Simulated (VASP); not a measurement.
# MgTe (P6_3mc) in VASP: single point with r2SCAN

Aim: the single point of MgTe with r2SCAN.

All numbers are computed with VASP 6.6.1; they aren't measurements. Logs are shortened: lines on timing, memory, paths and dates and some standing lists are left out, and cuts for length are marked.

**1. The cell of the first run**

The structure is hexagonal, space group P6_3mc (No. 186). The conventional cell has a = 4.520 Å, b = 4.520 Å, c = 7.330 Å, α = 90.00°, β = 90.00°, γ = 120.00°. Within 3.6 Å of Mg (site symmetry 3m) lie 4 Te at 2.74 to 2.82 Å. Te (site symmetry 3m) has 4 Mg at 2.74 to 2.82 Å within 3.6 Å.

**2. Single point, r2SCAN**

Input file POSCAR:

```
MgTe
1.0
    9.0400002020      0.0000000000      0.0000000000
   -4.5200001010      7.8288698251      0.0000000000
    0.0000000000      0.0000000000      7.3300000000
Mg Te
8 8
Direct
    0.1666666667      0.3333333333      0.0000000000
    0.3333333333      0.1666666667      0.5000000000
    0.1666666667      0.8333333333      0.0000000000
    0.3333333333      0.6666666667      0.5000000000
    0.6666666667      0.3333333333      0.0000000000
    0.8333333333      0.1666666667      0.5000000000
    0.6666666667      0.8333333333      0.0000000000
    0.8333333333      0.6666666667      0.5000000000
    0.1666666667      0.3333333333      0.3850000000
    0.3333333333      0.1666666667      0.8850000000
    0.1666666667      0.8333333333      0.3850000000
    0.3333333333      0.6666666667      0.8850000000
    0.6666666667      0.3333333333      0.3850000000
    0.8333333333      0.1666666667      0.8850000000
    0.6666666667      0.8333333333      0.3850000000
    0.8333333333      0.6666666667      0.8850000000
```

Input file INCAR.step1:

```
SYSTEM = MgTe
ALGO     = Normal         ! electronic algorithm
EDIFF    = 1E-5           ! SCF threshold, eV
ENCUT    = 660            ! plane-wave cutoff, eV
GGA      = PE             ! functional
GGA_COMPAT= .False.      
ISMEAR   = -1             ! smearing method
LASPH    = .True.         ! aspherical terms in the spheres
LCHARG   = .False.        ! write CHGCAR
LREAL    = .False.        ! projectors in reciprocal space
LWAVE    = .True.         ! write WAVECAR
NBANDS   = 46             ! bands
NELM     = 120            ! most SCF steps
PREC     = Accurate       ! precision mode
SIGMA    = 0.05           ! smearing width, eV
```

Input file INCAR.step2:

```
SYSTEM = MgTe
ALGO     = Normal         ! electronic algorithm
EDIFF    = 1E-6           ! SCF threshold, eV
ENCUT    = 660            ! plane-wave cutoff, eV
GGA_COMPAT= .False.      
ISIF     = 2              ! what is computed and relaxed
ISMEAR   = -1             ! smearing method
ISTART   = 1            
LASPH    = .True.         ! aspherical terms in the spheres
LCHARG   = .True.         ! write CHGCAR
LELF     = .True.         ! ELF
LMIXTAU  = .True.       
LREAL    = .False.        ! projectors in reciprocal space
LVHAR    = .True.       
LWAVE    = .False.        ! write WAVECAR
METAGGA  = R2SCAN         ! meta-GGA
NBANDS   = 46             ! bands
NELM     = 120            ! most SCF steps
PREC     = Accurate       ! precision mode
SIGMA    = 0.05           ! smearing width, eV
```

Input file KPOINTS:

```
k-points
0
Gamma
  2 2 2
  0 0 0
```

Potentials or basis: VASP PAW PBE potentials, release 64 (Mg, Te).

On the command line:

```
$ cat potpaw_PBE.64/Mg/POTCAR potpaw_PBE.64/Te/POTCAR > POTCAR
$ cp INCAR.step1 INCAR
$ mpirun -np 1 vasp_std > vasp.out
$ cp INCAR.step2 INCAR
$ mpirun -np 1 vasp_std > vasp.out
```

OUTCAR:

```text
SYSTEM = MgTe
   EDIFF = 1E-6
   ENCUT = 660
   ISIF = 2
   ISMEAR = -1
   ISTART = 1
   LASPH = .True.
   LREAL = .False.
   METAGGA = R2SCAN
   NELM = 120
   PREC = Accurate

 ion  position               nearest neighbor table
   1  0.167  0.333  0.000-  10 2.74  12 2.74  14 2.74   9 2.82
   2  0.333  0.167  0.500-   9 2.74  11 2.74  13 2.74  10 2.82
   3  0.167  0.833  0.000-  12 2.74  10 2.74  16 2.74  11 2.82
   4  0.333  0.667  0.500-  11 2.74   9 2.74  15 2.74  12 2.82
   5  0.667  0.333  0.000-  14 2.74  16 2.74  10 2.74  13 2.82
   6  0.833  0.167  0.500-  13 2.74  15 2.74   9 2.74  14 2.82
[... 8 lines left out ...]
  15  0.667  0.833  0.385-   8 2.74   6 2.74   4 2.74   7 2.82
  16  0.833  0.667  0.885-   7 2.74   5 2.74   3 2.74   8 2.82
[... 7 lines left out ...]
 A1 = (   9.0400002020,   0.0000000000,   0.0000000000)
 A2 = (  -4.5200001010,   7.8288698251,   0.0000000000)
 A3 = (   0.0000000000,   0.0000000000,   7.3300000000)

Analysis of symmetry for initial positions (statically):
=====================================================================
 Subroutine PRICEL returns following result:

  LATTYP: Found a hexagonal cell.
 ALAT       =     4.5200001010
 C/A-ratio  =     1.6216813797

  Lattice vectors:

 A1 = (   4.5200001010,   0.0000000000,   0.0000000000)
 A2 = (  -2.2600000505,   3.9144349126,   0.0000000000)
 A3 = (   0.0000000000,   0.0000000000,   7.3300000000)

   4 primitive cells build up your supercell.

 Routine SETGRP: Setting up the symmetry group for a
 hexagonal supercell.

 Subroutine GETGRP returns: Found 12 space group operations
 (whereof  6 operations were pure point group operations)
 out of a pool of 24 trial point group operations.

The static configuration has the point symmetry C_3v.
 The point group associated with its full space group is C_6v.

Analysis of symmetry for dynamics (positions and initial velocities):
=====================================================================
 Subroutine PRICEL returns following result:

  LATTYP: Found a hexagonal cell.
 ALAT       =     4.5200001010
 C/A-ratio  =     1.6216813797

  Lattice vectors:

 A1 = (   4.5200001010,   0.0000000000,   0.0000000000)
[... 95 lines left out ...]
   NELM   =    120;   NELMIN=  2; NELMDL=  0     # of ELM steps
   EDIFF  = 0.1E-05   stopping-criterion for ELM
   LREAL  =      F    real-space projection
   EDIFFG = 0.1E-04   stopping-criterion for IOM
   NSW    =      0    number of steps for IOM
   IBRION =     -1    ionic relax: 0-MD 1-quasi-New 2-CG
   NFREE  =      0    steps in history (QN), initial steepest desc. (CG)
   ISIF   =      2    stress and relaxation
   ISYM   =      2    0-nonsym 1-usesym 2-fastsym
   POTIM  = 0.5000    time-step for ionic-motion
   TEBEG  =    0.0;   TEEND  =   0.0 temperature during run
   PSTRESS=    0.0 pullay stress
   NELECT =      64.0000    total number of electrons
   NUPDOWN=      -1.0000    fix difference up-down
   EMIN   =  10.00;   EMAX   =-10.00  energy-range for DOS
   EFERMI =   0.00;   METHOD = LEGACY
   ISMEAR =    -1;   SIGMA  =   0.05  broadening in eV -4-tet -1-fermi 0-gaus
   EFERMI_NEDOS =   21; number of points for ismear=-14 and -15
   IALGO  =     38    algorithm
   IMIX   =      4    mixing-type and parameters
     AMIX     =   0.40;   BMIX     =  1.00
     AMIX_MAG =   1.60;   BMIX_MAG =  1.00
  volume/ion in A,a.u.               =      32.42       218.80
  Fermi-wavevector in a.u.,A,eV,Ry     =   0.814975  1.540080  9.036777  0.664184
  Thomas-Fermi vector in A             =   1.924979
   LORBIT       =      0    0 simple, 1 ext, 2 COOP (PROOUT), +10 PAW based schemes
   METAGGA = R2SCAN    functional components
   LHFCALC =     F    Hartree Fock is set to
   AEXX    =    0.0000 exact exchange contribution
   IVDW    =     0    specifies the selected vdW correction
   LEPSILON=     F    determine dielectric tensor
   LRPA    =     F    only Hartree local field effects (RPA)
 non-spin polarized calculation
  energy-cutoff  :      660.00
  volume of cell :      518.77
 maximum number of plane-waves:     20022
 NGX is ok and might be reduce to    80
   NGX = 37   NGY = 37   NGZ = 31

 number of electron      64.0000000 magnetization

 Free energy of the ion-electron system (eV)
  ---------------------------------------------------
  ext. energy  EPLUGINS =         0.00000000
  ---------------------------------------------------
  free energy    TOTEN  =      -253.19397961 eV

  energy without entropy =     -253.19397961  energy(sigma->0) =     -253.19397961

 E-fermi :   3.1756     XC(G=0):  -8.3338

 val. band max:        2.0522328666   @ k =   0.0000   0.0000   0.0000
 cond. band min:       5.3070771333   @ k =   0.0000   0.0000   0.0000
 fundamental gap:      3.2548442667
 Fermi energy:         3.1756305660

 k-point     1 :       0.0000    0.0000    0.0000
  band No.  band energies     occupation
      1      -8.7289      2.00000
      2      -8.0530      2.00000
      3      -8.0530      2.00000
      4      -8.0530      2.00000
      5      -8.0333      2.00000
      6      -7.8075      2.00000
[... 177 lines left out ...]
     43       7.5822      0.00000
     44       7.5822      0.00000
 [bands above 44 left out]

------------------------ aborting loop because EDIFF is reached ----------------------------------------

  FORCE on cell =-STRESS in cart. coord.  units (eV):
  Direction    XX          YY          ZZ          XY          YZ          ZX
  --------------------------------------------------------------------------------------
  -------------------------------------------------------------------------------------
  Total        7.1090946      7.1090946      2.3890898      0.0000000      0.0000000      0.0000000
  in kB       21.9560084     21.9560084      7.3785591      0.0000000      0.0000000      0.0000000
  external PRESSURE =      17.0968587 kB  Pullay stress =       0.0000000 kB

 VOLUME and BASIS-vectors are now :
 -----------------------------------------------------------------------------
  energy-cutoff  :      660.00
  volume of cell :      518.77
      direct lattice vectors                 reciprocal lattice vectors
     9.040000202  0.000000000  0.000000000     0.110619467  0.063866179  0.000000000
    -4.520000101  7.828869825  0.000000000     0.000000000  0.127732358  0.000000000
     0.000000000  0.000000000  7.330000000     0.000000000  0.000000000  0.136425648

 POSITION                                       TOTAL-FORCE (eV/Angst)
 -----------------------------------------------------------------------------------
      0.00000      2.60962      0.00000         0.000000     -0.000000      0.241281
      2.26000      1.30481      3.66500        -0.000000     -0.000000      0.241281
     -2.26000      6.52406      0.00000         0.000000     -0.000000      0.241281
     -0.00000      5.21925      3.66500         0.000000     -0.000000      0.241281
      4.52000      2.60962      0.00000        -0.000000     -0.000000      0.241281
      6.78000      1.30481      3.66500         0.000000     -0.000000      0.241281
[... 8 lines left out ...]
      2.26000      6.52406      2.82205        -0.000000      0.000000     -0.241281
      4.52000      5.21925      6.48705         0.000000      0.000000     -0.241281
 -----------------------------------------------------------------------------------
    total drift:                                0.000000      0.000000      0.009987

  FREE ENERGIE OF THE ION-ELECTRON SYSTEM (eV)
  ---------------------------------------------------
  free  energy   TOTEN  =      -253.1939796060 eV

  energy  without entropy=     -253.1939796059  energy(sigma->0) =     -253.19397961
```

OSZICAR.step1:

```text
N       E                     dE             d eps       ncg     rms          rms(c)
DAV:   1     0.289188862460E+03    0.28919E+03   -0.24452E+04   368   0.130E+03
DAV:   2    -0.214906346165E+02   -0.31068E+03   -0.29221E+03   456   0.161E+02
DAV:   3    -0.515201682218E+02   -0.30030E+02   -0.29855E+02   464   0.527E+01
DAV:   4    -0.523079449622E+02   -0.78778E+00   -0.78724E+00   434   0.986E+00
DAV:   5    -0.523392502718E+02   -0.31305E-01   -0.31303E-01   482   0.209E+00    0.829E+00
DAV:   6    -0.510097439274E+02    0.13295E+01   -0.20843E+00   404   0.357E+00    0.578E+00
DAV:   7    -0.508179064034E+02    0.19184E+00   -0.15386E+00   428   0.319E+00    0.254E+00
DAV:   8    -0.508377246086E+02   -0.19818E-01   -0.78307E-02   404   0.850E-01    0.388E-01
DAV:   9    -0.508383535344E+02   -0.62893E-03   -0.17690E-03   448   0.160E-01    0.190E-01
DAV:  10    -0.508395841882E+02   -0.12307E-02   -0.16942E-03   404   0.142E-01    0.556E-02
DAV:  11    -0.508395842367E+02   -0.48507E-07   -0.80575E-05   452   0.244E-02
   1 F= -.50839584E+02 E0= -.50839584E+02  d E =-.430408E-10
```

Wall time 11 min (1 thread of Intel Xeon Platinum 8375C at 2.90GHz (Ice Lake), shared host); peak memory 0.95 GiB.

Results:

```yaml
Free_energy: -253.1940 eV
Pressure: 1.7 GPa
Largest_force: 0.241 eV/Å
Band_gap_on_the_k_mesh: 3.25 eV
```

Forces on the atoms (eV/Å):
```
Mg   0.000  0.000  0.241
Mg   0.000  0.000  0.241
Mg   0.000  0.000  0.241
Mg   0.000  0.000  0.241
Mg   0.000  0.000  0.241
Mg   0.000  0.000  0.241
Mg   0.000  0.000  0.241
Mg   0.000  0.000  0.241
Te   0.000  0.000 -0.241
Te   0.000  0.000 -0.241
Te   0.000  0.000 -0.241
Te   0.000  0.000 -0.241
Te   0.000  0.000 -0.241
Te   0.000  0.000 -0.241
Te   0.000  0.000 -0.241
Te   0.000  0.000 -0.241
```

Caveat: the k points lie up to 0.43 Å⁻¹ apart; the PAW data sets were made with another functional, which shifts forces and pressure a little; spin-orbit coupling is left out, which moves the levels of the heavy elements. A k mesh can miss the band edges.
